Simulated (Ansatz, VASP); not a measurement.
## CaSe in VASP and in Ansatz

INCAR

```
PREC = Accurate
ENCUT = 520
EDIFF = 1E-8
ISMEAR = -1
SIGMA = 0.02
LREAL = F
LASPH = T
NELM = 100
ALGO = Normal
ISIF = 2
LWAVE = F
LCHARG = F
GGA = PE
LEFG = T
NBANDS = 15
```

File KPOINTS:

```
regular mesh
0
Gamma
  7 7 7
```

Contents of POSCAR:

```
CaSe
1.0
    0.0000000000      2.9058886243      2.9058886243
    2.9058886243      0.0000000000      2.9058886243
    2.9058886243      2.9058886243      0.0000000000
Ca Se
1 1
Direct
    0.0000000000      0.0000000000      0.0000000000
    0.5000000000      0.5000000000      0.5000000000
```

Input for Ansatz:

```yaml
crystal:
  lattice:
    - [0.0, 2.9058886243, 2.9058886243]
    - [2.9058886243, 0.0, 2.9058886243]
    - [2.9058886243, 2.9058886243, 0.0]
  atoms:
    - { symbol: Ca, position: [0.0, 0.0, 0.0] }
    - { symbol: Se, position: [0.5, 0.5, 0.5] }
kpoints:
  mp_grid: { grid: [7, 7, 7] }
scf:
  occupations: { method: fermi_dirac, width: 0.02 }
hamiltonian:
  xc: pbe
  pseudopotentials: { kind: paw }
output:
  forces: true
  stress: true
  eigenvalues: true
  efg: { contact_densities: true }
```

Change from the starting cell: volume scaled by 0.95, PAW files.

Alike in both runs: task electric field gradients; functional PBE; k mesh 7 × 7 × 7; occupations fermi-dirac, width 0.02 eV; no spin polarisation.

|  | VASP | Ansatz |
| --- | --- | --- |
| version | VASP 6.6.1 | Ansatz 0.2.0 |
| potentials or method | VASP PAW PBE potentials, release 64 (Ca_sv, Se) | PAW with Ansatz's default frozen-core files, scalar-relativistic |
| plane-wave cutoff (eV) | 520 | 420 |
| valence electrons in the cell | 16 | 26 |

Ansatz gave:

* gap on the k mesh at the Fermi level (eV): 1.96
* pressure (GPa): 4.2

Task: What did VASP give for the same quantities?

Result: gap on the k mesh at the Fermi level (eV): 1.95; pressure (GPa): 4.4.

VASP's potentials hold 16 valence electrons a cell and Ansatz's 26, so a difference there can come from the potentials and not from the codes.
